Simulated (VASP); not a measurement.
Wanted: the native input for a VASP 6.6.1 run.

```
Task                   : single point
Functional             : PBE
Potentials or basis    : VASP PAW PBE potentials, release 64 (Si)
Cutoff                 : 520 eV
k mesh                 : 8 × 8 × 6
Occupations            : gaussian, width 0.05 eV
Spin                   : no spin polarisation
Dipole correction      : no
Further INCAR settings : ALGO = Normal; EDIFF = 1e-07; NBANDS = 16
```

The structure of Si lies in POSCAR:

```
Si
1.0
    0.0000000000     -2.7347607592     -2.7347607592
    0.0000000000      2.7347607592     -2.7347607592
    5.4695215184      0.0000000000      0.0000000000
Si
4
Direct
    0.5039640536      0.5145972412      0.0000000000
   -0.0039640536     -0.0145972412      0.5000000000
    1.0039640536      0.4854027588      0.2500000000
    0.4960359464      0.0145972412      0.7500000000
```

This cell differs from its parent crystal: atoms displaced along a vibrational mode.

The input as run:

INCAR

```
PREC = Accurate
ENCUT = 520
EDIFF = 1E-7
ISMEAR = 0
SIGMA = 0.05
LREAL = F
LASPH = T
NELM = 100
ALGO = Normal
ISIF = 2
LWAVE = F
LCHARG = T
GGA = PE
LELF = T
LVHAR = T
NBANDS = 16
```

KPOINTS

```
Automatic mesh
0
Gamma
  8 8 6
```

Potentials or basis: VASP PAW PBE potentials, release 64 (Si).

The run is started by

```console
$ cat potpaw_PBE.64/Si/POTCAR > POTCAR
$ mpirun -np 1 vasp_std > vasp.out
```

It gave:

```
Pressure               : -0.2 GPa
Largest force          : 0.134 eV/Å
Band gap on the k mesh : 0.63 eV
```

Caveat: the cell differs from its parent crystal (atoms displaced along a vibrational mode).

Run time: 75 s on 1 thread of AMD EPYC 9R45 96-Core Processor (Zen 5), on a shared host, peak memory 0.2 GiB.
